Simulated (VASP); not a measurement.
# Cr (Im-3m) in VASP: further runs

Aim: see how the results for Cr move with the level of theory and the settings. Levels: PBEsol, PBE. Tasks: single point.

Program: VASP 6.6.1. These are calculated values, not measurements. Logs are shortened: lines on timing, memory, paths and dates and some standing lists are left out, and cuts for length are marked.

## (1) The cell of the first run

Symmetry: Im-3m, No. 229, cubic system. Conventional cell: a = 2.969 Å, b = 2.969 Å, c = 2.969 Å, α = 90.00°, β = 90.00°, γ = 90.00°. Cr (site symmetry m-3m) has 14 Cr at 2.57 to 2.97 Å within 3.4 Å.

## (2) Single point, PBEsol, collinear spin, ferromagnetic start

INCAR reads:

```
SYSTEM = Cr
PREC     = Accurate       ! precision mode
ENCUT    = 520            ! plane-wave cutoff, eV
EDIFF    = 1E-7           ! SCF threshold, eV
ISMEAR   = -1             ! smearing method
SIGMA    = 0.05           ! smearing width, eV
LREAL    = .False.        ! projectors in reciprocal space
LASPH    = .True.         ! aspherical terms in the spheres
NELM     = 150            ! most SCF steps
ALGO     = Normal         ! electronic algorithm
ISIF     = 2              ! what is computed and relaxed
LWAVE    = .False.        ! write WAVECAR
LCHARG   = .False.        ! write CHGCAR
ISPIN    = 2              ! spin polarisation
MAGMOM   = 6              ! initial moments
LORBIT   = 11             ! projections on sites
NUPDOWN  = 6.0            ! fixed moment
LMAXMIX  = 4              ! l up to which the mixer works
GGA      = PS             ! functional
NBANDS   = 16             ! bands
```

KPOINTS reads:

```
regular mesh
0
Gamma
  10 10 10
  0 0 0
```

POSCAR reads:

```
Cr
1.0
   -1.4844496776      1.4844496776      1.4844496776
    1.4844496776     -1.4844496776      1.4844496776
    1.4844496776      1.4844496776     -1.4844496776
Cr
1
Direct
    0.0000000000      0.0000000000      0.0000000000
```

Potentials or basis: VASP PAW PBE potentials, release 64 (Cr_pv).

Launch:

```bash
$ cat potpaw_PBE.64/Cr_pv/POTCAR > POTCAR
$ mpirun -np 1 vasp_std > vasp.out
```

OUTCAR:

```text
SYSTEM = Cr
   PREC = Accurate
   ENCUT = 520
   EDIFF = 1E-7
   ISMEAR = -1
   LREAL = .False.
   LASPH = .True.
   NELM = 150
   ISIF = 2
   ISPIN = 2
   LORBIT = 11
   NUPDOWN = 6.0
   GGA = PS

 ion  position               nearest neighbor table
   1  0.000  0.000  0.000-

  LATTYP: Found a body centered cubic cell.
 ALAT       =     2.9688993552

  Lattice vectors:

 A1 = (  -1.4844496776,   1.4844496776,   1.4844496776)
 A2 = (   1.4844496776,  -1.4844496776,   1.4844496776)
 A3 = (   1.4844496776,   1.4844496776,  -1.4844496776)

Analysis of symmetry for initial positions (statically):
=====================================================================
 Subroutine PRICEL returns:
 Original cell was already a primitive cell.

 Routine SETGRP: Setting up the symmetry group for a
 body centered cubic supercell.

 Subroutine GETGRP returns: Found 48 space group operations
 (whereof 48 operations were pure point group operations)
 out of a pool of 48 trial point group operations.

The static configuration has the point symmetry O_h .

Analysis of symmetry for dynamics (positions and initial velocities):
=====================================================================
 Subroutine PRICEL returns:
 Original cell was already a primitive cell.

 Routine SETGRP: Setting up the symmetry group for a
 body centered cubic supercell.

 Subroutine GETGRP returns: Found 48 space group operations
 (whereof 48 operations were pure point group operations)
 out of a pool of 48 trial point group operations.

The dynamic configuration has the point symmetry O_h .

Analysis of structural, dynamic, and magnetic symmetry:
=====================================================================
 Subroutine PRICEL returns:
 Original cell was already a primitive cell.

 Routine SETGRP: Setting up the symmetry group for a
 body centered cubic supercell.

 Subroutine GETGRP returns: Found 48 space group operations
 (whereof 48 operations were pure point group operations)
 out of a pool of 48 trial point group operations.

The overall configuration has the point symmetry O_h .

 Subroutine INISYM returns: Found 48 space group operations
 (whereof 48 operations are pure point group operations),
 and found     1 'primitive' translations

----------------------------------------------------------------------------------------

                                     Primitive cell

  volume of cell :      13.0845

  direct lattice vectors                    reciprocal lattice vectors
    -1.484449678  1.484449678  1.484449678     0.000000000  0.336825160  0.336825160
     1.484449678 -1.484449678  1.484449678     0.336825160  0.000000000  0.336825160
     1.484449678  1.484449678 -1.484449678     0.336825160  0.336825160  0.000000000

  length of vectors
     2.571142263  2.571142263  2.571142263     0.476342709  0.476342709  0.476342709

  position of ions in fractional coordinates (direct lattice)
     0.000000000  0.000000000  0.000000000

  ion indices of the primitive-cell ions
   primitive index   ion index
                 1           1

----------------------------------------------------------------------------------------

 KPOINTS: regular mesh

Automatic generation of k-mesh.
 Grid dimensions read from file:
 generate k-points for:   10   10   10

 Generating k-lattice:

  Cartesian coordinates                     Fractional coordinates (reciprocal lattice)
     0.000000000  0.033682516  0.033682516     0.100000000  0.000000000  0.000000000
     0.033682516  0.000000000  0.033682516     0.000000000  0.100000000  0.000000000
     0.033682516  0.033682516  0.000000000     0.000000000  0.000000000  0.100000000

  Length of vectors
     0.047634271  0.047634271  0.047634271

  Shift w.r.t. Gamma in fractional coordinates (k-lattice)
     0.000000000  0.000000000  0.000000000

 Subroutine IBZKPT returns following result:
 ===========================================

 Found     47 irreducible k-points:

 Following reciprocal coordinates:
            Coordinates               Weight
  0.000000  0.000000  0.000000      1.000000
  0.100000  0.000000  0.000000     12.000000
  0.200000  0.000000  0.000000     12.000000
  0.300000  0.000000  0.000000     12.000000
  0.400000  0.000000  0.000000     12.000000
  0.500000  0.000000  0.000000      6.000000
[... 16 lines left out ...]
  0.300000  0.300000  0.100000      8.000000
 -0.300000  0.300000  0.100000     24.000000
 [... further k-points ...]
   k-points           NKPTS =     47   k-points in BZ     NKDIM =     47   number of bands    NBANDS=     16
   number of dos      NEDOS =    301   number of ions     NIONS =      1
   total plane-waves  NPLWV =   8000
   dimension x,y,z NGX =    20 NGY =   20 NGZ =   20
   dimension x,y,z NGXF=    40 NGYF=   40 NGZF=   40
   ions per type =               1
   NGX,Y,Z   is equivalent  to a cutoff of  12.93, 12.93, 12.93 a.u.
   NGXF,Y,Z  is equivalent  to a cutoff of  25.86, 25.86, 25.86 a.u.
 SYSTEM =  Cr
   PREC   = accura    normal or accurate (medium, high low for compatibility)
   ISTART =      0    job   : 0-new  1-cont  2-samecut
   ICHARG =      2    charge: 1-file 2-atom 10-const
   ISPIN  =      2    spin polarized calculation?
   LNONCOLLINEAR =      F non collinear calculations
   LSORBIT =      F    spin-orbit coupling
   LASPH  =      T    aspherical Exc in radial PAW
   ENCUT  =  520.0 eV  38.22 Ry    6.18 a.u.   4.78  4.78  4.78*2*pi/ulx,y,z
   NELM   =    150;   NELMIN=  2; NELMDL= -5     # of ELM steps
   EDIFF  = 0.1E-06   stopping-criterion for ELM
   LREAL  =      F    real-space projection
   EDIFFG = 0.1E-05   stopping-criterion for IOM
   NSW    =      0    number of steps for IOM
   IBRION =     -1    ionic relax: 0-MD 1-quasi-New 2-CG
   NFREE  =      0    steps in history (QN), initial steepest desc. (CG)
   ISIF   =      2    stress and relaxation
   ISYM   =      2    0-nonsym 1-usesym 2-fastsym
   POTIM  = 0.5000    time-step for ionic-motion
   TEBEG  =    0.0;   TEEND  =   0.0 temperature during run
   PSTRESS=    0.0 pullay stress
   NELECT =      12.0000    total number of electrons
   NUPDOWN=       6.0000    fix difference up-down
   EMIN   =  10.00;   EMAX   =-10.00  energy-range for DOS
   EFERMI =   0.00;   METHOD = LEGACY
   ISMEAR =    -1;   SIGMA  =   0.05  broadening in eV -4-tet -1-fermi 0-gaus
   EFERMI_NEDOS =   21; number of points for ismear=-14 and -15
   IALGO  =     38    algorithm
   IMIX   =      4    mixing-type and parameters
     AMIX     =   0.40;   BMIX     =  1.00
     AMIX_MAG =   1.60;   BMIX_MAG =  1.00
  volume/ion in A,a.u.               =      13.08        88.30
  Fermi-wavevector in a.u.,A,eV,Ry     =   1.590559  3.005721 34.421077  2.529878
  Thomas-Fermi vector in A             =   2.689235
   LORBIT       =     11    0 simple, 1 ext, 2 COOP (PROOUT), +10 PAW based schemes
   GGA     = PS    functional components
   LHFCALC =     F    Hartree Fock is set to
   AEXX    =    0.0000 exact exchange contribution
   IVDW    =     0    specifies the selected vdW correction
   LEPSILON=     F    determine dielectric tensor
   LRPA    =     F    only Hartree local field effects (RPA)
 spin polarized calculation
  energy-cutoff  :      520.00
  volume of cell :       13.08
 maximum number of plane-waves:       370
   NGX =  9   NGY =  9   NGZ =  9

 number of electron      12.0000008 magnetization       6.0000003

 Free energy of the ion-electron system (eV)
  ---------------------------------------------------
  ext. energy  EPLUGINS =         0.00000000
  ---------------------------------------------------
  free energy    TOTEN  =        -3.09034102 eV

  energy without entropy =       -3.08925712  energy(sigma->0) =       -3.08979907

 E-fermi : -26.1424     XC(G=0): -12.4361

 val. band max:       17.0971260520   @ k =   0.3000   0.3000   0.1000
 cond. band min:       4.2811773234   @ k =   0.0000   0.0000   0.0000
 fundamental gap:    -12.8159487286
 Fermi energy:        17.1306461144

 spin component 1

 k-point     1 :       0.0000    0.0000    0.0000
  band No.  band energies     occupation
      1     -31.9630      1.00000
      2     -31.9630      1.00000
      3     -31.9630      1.00000
      4       0.2149      1.00000
      5       8.9855      1.00000
      6       8.9855      1.00000
[... 8 lines left out ...]
     15      35.5748      0.00000
     16      39.7683      0.00000

 k-point     2 :       0.1000    0.0000    0.0000
  band No.  band energies     occupation
      1     -32.0380      1.00000
      2     -31.9860      1.00000
      3     -31.9634      1.00000
      4       0.6178      1.00000
      5       8.8042      1.00000
      6       8.9157      1.00000
[... 8 lines left out ...]
     15      35.8124      0.00000
     16      36.4456      0.00000
[... 387 lines left out ...]
      5       7.0135      1.00000
      6       7.0135      1.00000
[... 8 lines left out ...]
     15      36.3978      0.00000
     16      43.4021      0.00000

 k-point    24 :      -0.3000    0.3000    0.1000
  band No.  band energies     occupation
      1     -32.4529      1.00000
      2     -32.1450      1.00000
      3     -32.0209      1.00000
      4       3.5558      1.00000
      5       7.9433      1.00000
      6       8.1343      1.00000
[... 8 lines left out ...]
     15      33.3148      0.00000
     16      35.3644      0.00000

 [... further k-points ...]

 spin component 2

 k-point     1 :       0.0000    0.0000    0.0000
  band No.  band energies     occupation
      1     -27.5397      1.00000
      2     -27.5397      1.00000
      3     -27.5397      1.00000
      4       4.2812      0.00000
      5      13.3129      0.00000
      6      13.3129      0.00000
[... 8 lines left out ...]
     15      39.6234      0.00000
     16      43.7379      0.00000

 k-point     2 :       0.1000    0.0000    0.0000
  band No.  band energies     occupation
      1     -27.6167      1.00000
      2     -27.5632      1.00000
      3     -27.5402      1.00000
      4       4.6857      0.00000
      5      13.1258      0.00000
      6      13.2375      0.00000
[... 8 lines left out ...]
     15      39.8259      0.00000
     16      40.5707      0.00000
[... 387 lines left out ...]
      5      11.2148      0.00000
      6      11.2148      0.00000
[... 8 lines left out ...]
     15      40.4672      0.00000
     16      47.3923      0.00000

 k-point    24 :      -0.3000    0.3000    0.1000
  band No.  band energies     occupation
      1     -28.0422      1.00000
      2     -27.7255      1.00000
      3     -27.5993      1.00000
      4       7.6465      0.00000
      5      12.1893      0.00000
      6      12.4326      0.00000
[... 8 lines left out ...]
     15      37.4647      0.00000
     16      39.4514      0.00000

 [... further k-points ...]
[... 5 lines left out ...]
  --------------------------------------------------------------------------------------
  -------------------------------------------------------------------------------------
  Total       10.7316473     10.7316473     10.7316473      0.0000000      0.0000000      0.0000000
  in kB     1314.0761799   1314.0761799   1314.0761799      0.0000000      0.0000000      0.0000000
  external PRESSURE =    1314.0761799 kB  Pullay stress =       0.0000000 kB

 VOLUME and BASIS-vectors are now :
 -----------------------------------------------------------------------------
  energy-cutoff  :      520.00
  volume of cell :       13.08
      direct lattice vectors                 reciprocal lattice vectors
    -1.484449678  1.484449678  1.484449678     0.000000000  0.336825160  0.336825160
     1.484449678 -1.484449678  1.484449678     0.336825160  0.000000000  0.336825160
     1.484449678  1.484449678 -1.484449678     0.336825160  0.336825160  0.000000000

 POSITION                                       TOTAL-FORCE (eV/Angst)
 -----------------------------------------------------------------------------------
      0.00000      0.00000      0.00000         0.000000      0.000000      0.000000
 -----------------------------------------------------------------------------------
    total drift:                                0.000000     -0.000000      0.000000

  FREE ENERGIE OF THE ION-ELECTRON SYSTEM (eV)
  ---------------------------------------------------
  free  energy   TOTEN  =        -3.0903410243 eV

  energy  without entropy=       -3.0892571226  energy(sigma->0) =       -3.08979907

 total charge

# of ion       s       p       d       tot
------------------------------------------
    1        0.230   6.381   4.465  11.077

 magnetization (x)

# of ion       s       p       d       tot
------------------------------------------
    1        0.230   0.407   4.463   5.100
```

Wall time 17 s (1 thread of Intel Xeon Platinum 8259CL at 2.50GHz (Skylake/Cascade Lake), shared host); peak memory 0.14 GiB.

Results:

- Free energy: -3.0903 eV
- Pressure: 131.4 GPa
- Net moment: 6.00 μB per cell
- Site moments: Cr +5.10 μB
- Valence electrons inside the program's atomic spheres: Cr 11.08

Caveat: the PAW data sets were made with another functional, which shifts forces and pressure a little; the total moment is fixed, so each spin has its own Fermi level.

## (3) Single point, PBEsol, collinear spin, ferromagnetic start

INCAR reads:

```
ALGO = Fast ; EDIFF = 1E-6
ENCUT = 520 ; GGA = PS
ISIF = 2 ; ISMEAR = -1
ISPIN = 2 ; LASPH = True
LCHARG = False ; LMAXMIX = 4
LORBIT = 11 ; LREAL = False
LWAVE = False ; MAGMOM = -1.14
NBANDS = 16 ; NELM = 150
PREC = Accurate ; SIGMA = 0.05
```

KPOINTS reads:

```
k-points
0
Gamma
  12 12 12
```

POSCAR is that of step 2.

Potentials or basis: VASP PAW PBE potentials, release 64 (Cr_pv).

Launch:

```bash
$ cat potpaw_PBE.64/Cr_pv/POTCAR > POTCAR
$ mpirun -np 1 vasp_std > vasp.out
```

Run time: 24 s. Hardware: 1 thread of Intel Xeon Platinum 8259CL at 2.50GHz (Skylake/Cascade Lake), shared host; peak memory 0.14 GiB.

Results (log left out):

```yaml
Free_energy: -10.0173 eV
Pressure: -32.7 GPa
Band_gap_on_the_k_mesh: zero (filled and empty bands overlap)
Net_moment: 0.00 μB per cell
Valence_electrons_inside_the_program's_atomic_spheres: Cr 10.81
```

Levels at points of the mesh, in eV from the Fermi level:
Spin up:
```csv
k point,band 4,band 5,band 6,band 7,band 8,band 9
"(0.00, 0.00, 0.00)",-7.37,-0.71,-0.71,-0.71,1.00,1.00
"(0.50, 0.00, 0.00)",-3.82,-2.01,0.90,0.99,1.27,2.45
"(0.50, 0.50, 0.50)",-3.59,-3.59,2.12,2.12,2.12,7.08
```
Spin down:
| k point | band 3 | band 4 | band 5 | band 6 | band 7 | band 8 | band 9 | band 10 |
| --- | --- | --- | --- | --- | --- | --- | --- | --- |
| (0.00, 0.00, 0.00) | -42.68 | -7.37 | -0.71 | -0.71 | -0.71 | 1.00 | 1.00 | 7.09 |
| (0.50, 0.00, 0.00) | -42.68 | -3.82 | -2.01 | 0.89 | 0.99 | 1.27 | 2.45 | 7.08 |
| (0.50, 0.50, 0.50) | -43.11 | -3.59 | -3.59 | 2.12 | 2.12 | 2.12 | 7.08 | 9.55 |

Caveat: the PAW data sets were made with another functional, which shifts forces and pressure a little.

(Continued in part 2 of 2.)
